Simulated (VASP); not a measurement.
Wanted: the native input for a VASP 6.6.1 run.

```yaml
Task: single point
Functional: PBEsol
Potentials_or_basis: VASP PAW PBE potentials, release 64 (Cs_sv, Br)
Cutoff: 520 eV
k_mesh: 12 × 12 × 6
Occupations: gaussian, width 0.1 eV
Spin: no spin polarisation
Dipole_correction: no
Further_INCAR_settings: ALGO = Normal; EDIFF = 1e-06; NBANDS = 20
```

The structure of Cs2Br lies in POSCAR:

```
Cs2Br
1.0
    5.1213601797      0.0000000000      0.0000000000
   -2.5606800899      4.4352280176      0.0000000000
    0.0000000000      0.0000000000      9.0110882000
Cs Br
2 1
Direct
    0.6666666667      0.3333333333      0.2413050000
    0.3333333333      0.6666666667      0.7586950000
    0.0000000000      0.0000000000      0.0000000000
```

The input as run:

INCAR

```
SYSTEM = Cs2Br
PREC     = Accurate       ! precision mode
ENCUT    = 520            ! plane-wave cutoff, eV
EDIFF    = 1E-6           ! SCF threshold, eV
ISMEAR   = 0              ! smearing method
SIGMA    = 0.1            ! smearing width, eV
LREAL    = .False.        ! projectors in reciprocal space
LASPH    = .True.         ! aspherical terms in the spheres
NELM     = 60             ! most SCF steps
ALGO     = Normal         ! electronic algorithm
ISIF     = 2              ! what is computed and relaxed
LWAVE    = .False.        ! write WAVECAR
LCHARG   = .False.        ! write CHGCAR
GGA      = PS             ! functional
NBANDS   = 20             ! bands
```

KPOINTS

```
regular mesh
0
Gamma
  12 12 6
  0 0 0
```

Potentials or basis: VASP PAW PBE potentials, release 64 (Cs_sv, Br).

Run with:

```bash
$ cat potpaw_PBE.64/Cs_sv/POTCAR potpaw_PBE.64/Br/POTCAR > POTCAR
$ mpirun -np 1 vasp_std > vasp.out
```

It gave:

```json
{
  "Pressure": "-0.2 GPa",
  "Largest force": "0.098 eV/Å",
  "Band gap on the k mesh": "zero (an odd number of electrons rules out a gap without spin polarisation)"
}
```

Caveat: the PAW data sets were made with another functional, which shifts forces and pressure a little; spin-orbit coupling is left out, which moves the levels of the heavy elements; an odd number of electrons without spin polarisation forces a metal; a magnetic or distorted state may lie lower.

Wall time 3.2 min on 1 thread of Intel(R) Xeon(R) 6975P-C (Granite Rapids) (shared host), peak memory 0.57 GiB.
